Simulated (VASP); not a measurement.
A run of VASP 6.6.1 is set up as follows.

File INCAR:

```
PREC = Accurate
ENCUT = 520
EDIFF = 1E-7
ISMEAR = 0
SIGMA = 0.15
LREAL = F
LASPH = T
NELM = 60
ALGO = Fast
ISIF = 2
LWAVE = F
LCHARG = T
GGA = PS
LELF = T
LVHAR = T
NBANDS = 35
```

Contents of KPOINTS:

```
Automatic mesh
0
Gamma
  16 16 4
```

POSCAR

```
Hf2S
1.0
   -3.3465310252      0.0000000000      0.0000000000
   -1.6732655126     -2.8981808824      0.0000000000
    0.0000000000      0.0000000000     14.6642358425
Hf S
4 2
Direct
    0.6666666667      0.6666666667      0.3170686933
    0.3333333333      0.3333333333      0.7147790128
    0.6666666667      0.6666666667      0.0806416261
    0.3333333333      0.3333333333      0.4783519455
    0.0000000000      1.0000000000      0.1988551597
    0.0000000000      0.0000000000      0.5965654792
```

Potentials or basis: VASP PAW PBE potentials, release 64 (Hf_pv, S).

The run is started by

```console
$ cat potpaw_PBE.64/Hf_pv/POTCAR potpaw_PBE.64/S/POTCAR > POTCAR
$ mpirun -np 1 vasp_std > vasp.out
```

(1) Estimate the pressure.

(2) What does it give for the largest force?

(3) What does it give for the band gap on the k mesh?

Answers

(1) -5.2 GPa.

(2) 0.214 eV/Å.

(3) zero (bands 26 and 27 overlap by 0.89 eV).

Caveat: the cell differs from its parent crystal (the distance across one plane changed); the cell stands under tension; the PAW data sets were made with another functional, which shifts forces and pressure a little; spin-orbit coupling is left out, which moves the levels of the heavy elements.
